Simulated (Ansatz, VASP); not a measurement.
# One calculation of Rb, two programs

```
CELL_PARAMETERS angstrom
-2.83938 2.83938 2.83938
2.83938 -2.83938 2.83938
2.83938 2.83938 -2.83938
ATOMIC_POSITIONS crystal
Rb 0.00000 0.00000 0.00000
```

Alike in both runs: task single point; functional LDA; k mesh 7 × 7 × 7; occupations fermi-dirac, width 0.05 eV; no spin polarisation.

|  | VASP | Ansatz |
| --- | --- | --- |
| version | VASP 6.6.1 | Ansatz 0.2.0 |
| potentials or method | VASP PAW LDA potentials, release 64 (Rb_sv) | Ansatz PAW |
| plane-wave cutoff (eV) | 520 | 420 |
| valence electrons in the cell | 9 | 9 |

```csv
,VASP,Ansatz,Ansatz less VASP
gap on the k mesh at the Fermi level (eV),none,none,-
pressure (GPa),-0.4,-0.4,0.00
```

LDA's correlation is that of Perdew and Zunger in VASP and of Perdew and Wang (1992) in Ansatz. A gap of «none» marks a metal or a gap that the smearing closes.
